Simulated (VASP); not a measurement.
Set up this calculation in VASP 6.6.1, as the native input.

```
Task                   : single point
Functional             : PBEsol
Potentials or basis    : VASP PAW PBE potentials, release 64 (Ta_pv, N)
Cutoff                 : 520 eV
k mesh                 : 18 × 18 × 8
Occupations            : gaussian, width 0.15 eV
Spin                   : no spin polarisation
Dipole correction      : no
Further INCAR settings : ALGO = Normal; EDIFF = 1e-06; NBANDS = 24
```

The structure of TaN lies in POSCAR:

```
TaN
1.0
    3.1990347128      0.0000000000      0.0000000000
   -1.5995173564      2.7704453288      0.0000000000
    0.0000000000      0.0000000000      6.4553321469
Ta N
2 2
Direct
    0.3333333333      0.6666666667      0.0301041378
    0.6666666667      0.3333333333      0.5301041378
    0.3333333333      0.6666666667      0.3548958622
    0.6666666667      0.3333333333      0.8548958622
```

The input as run:

INCAR

```
PREC     = Accurate       # precision mode
ENCUT    = 520            # plane-wave cutoff, eV
EDIFF    = 1E-6           # SCF threshold, eV
ISMEAR   = 0              # smearing method
SIGMA    = 0.15           # smearing width, eV
LREAL    = False          # projectors in reciprocal space
LASPH    = True           # aspherical terms in the spheres
NELM     = 80             # most SCF steps
ALGO     = Normal         # electronic algorithm
ISIF     = 2              # what is computed and relaxed
LWAVE    = False          # write WAVECAR
LCHARG   = True           # write CHGCAR
GGA      = PS             # functional
LELF     = True           # ELF
LVHAR    = True         
NBANDS   = 24             # bands
```

KPOINTS

```
Automatic mesh
0
Gamma
  18 18 8
```

Potentials or basis: VASP PAW PBE potentials, release 64 (Ta_pv, N).

Command:

```sh
$ cat potpaw_PBE.64/Ta_pv/POTCAR potpaw_PBE.64/N/POTCAR > POTCAR
$ mpirun -np 1 vasp_std > vasp.out
```

It gave:

```
Pressure               : -25.5 GPa
Largest force          : 0.447 eV/Å
Band gap on the k mesh : zero (bands 16 and 17 overlap by 0.17 eV)
```

Caveat: the cell stands under tension; the PAW data sets were made with another functional, which shifts forces and pressure a little; spin-orbit coupling is left out, which moves the levels of the heavy elements.

Run time: 71 s on 1 thread of Intel(R) Xeon(R) 6975P-C (Granite Rapids), on a shared host, peak memory 0.33 GiB.
